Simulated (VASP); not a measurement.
Wanted: the native input for a VASP 6.6.1 run.

```yaml
Task: single point
Functional: PBE
Potentials_or_basis: VASP PAW PBE potentials, release 64 (H, Si, Cl)
Cutoff: 520 eV
k_mesh: 2 × 2 × 1
Occupations: fermi-dirac, width 0.02 eV
Spin: no spin polarisation
Dipole_correction: no
Further_INCAR_settings: LREAL = Auto; ALGO = Normal; EDIFF = 1e-06; NBANDS = 74
```

The structure of Si10H5Cl lies in POSCAR:

```
Si10H5Cl
1.0
    7.6791800000      0.0000000000      0.0000000000
    0.0000000000      7.6791800000      0.0000000000
    0.0000000000      0.0000000000     20.2543620000
H Si Cl
10 20 2
Direct
    0.4093920184      0.0000000000      0.0493720809
    0.0906079816      0.0000000000      0.0493720809
    0.9093920184      0.0000000000      0.0493720809
    0.5906079816      0.0000000000      0.0493720809
    0.4093920184      0.5000000000      0.0493720809
    0.0906079816      0.5000000000      0.0493720809
    0.9093920184      0.5000000000      0.0493720809
    0.5906079816      0.5000000000      0.0493720809
    0.2055893989      0.2446142687      0.4719064960
    0.7498716009      0.4717196367      0.4257422179
    0.2500000000      0.0000000000      0.0921036170
    0.7500000000      0.0000000000      0.0921036170
    0.2500000000      0.5000000000      0.0921036170
    0.7500000000      0.5000000000      0.0921036170
    0.2494999466      0.2499269453      0.1567059481
    0.7494043635      0.2507127063      0.1555409151
    0.2498945200      0.7492173644      0.1618483959
    0.7498699080      0.7507116645      0.1621028596
   -0.0021054331      0.2469094356      0.2213731047
    0.5008625921      0.2467698374      0.2215288736
    0.0002918280      0.7529324746      0.2318395415
    0.4994166044      0.7528351985      0.2318929621
    0.0075308822      0.0132415180      0.2959247494
    0.4922533395      0.0130286046      0.2960823451
   -0.0074616040      0.4900017971      0.2942152411
    0.5073373720      0.4900521931      0.2944117420
    0.2497364302      0.0739425303      0.3657497086
    0.7499634076      0.0853235632      0.3534318682
    0.2498462075      0.3626434072      0.3308639887
    0.7501569178      0.4006121747      0.3569179320
    0.1727500853      0.3774068325      0.5109990628
   -0.2502099182     -0.0129158322      0.4497622784
```

These files were run (other wordings do the same):

INCAR

```
ALGO = Normal
EDIFF = 1E-6
ENCUT = 520
GGA = PE
ISIF = 2
ISMEAR = -1
LASPH = T
LCHARG = F
LREAL = Auto
LWAVE = F
NBANDS = 74
NELM = 80
PREC = Accurate
SIGMA = 0.02
```

KPOINTS

```
k-points
0
Gamma
  2 2 1
```

Potentials or basis: VASP PAW PBE potentials, release 64 (H, Si, Cl).

Command:

```console
$ cat potpaw_PBE.64/H/POTCAR potpaw_PBE.64/Si/POTCAR potpaw_PBE.64/Cl/POTCAR > POTCAR
$ mpirun -np 1 vasp_std > vasp.out
```

It gave:

| Property | Result |
| --- | --- |
| Largest force | 0.641 eV/Å |
| Band gap on the k mesh | 0.81 eV, indirect (least direct gap 0.94 eV) |

Run time: 8.4 min on 1 thread of Intel(R) Xeon(R) 6975P-C (Granite Rapids), with other jobs on the host, peak memory 1.2 GiB.
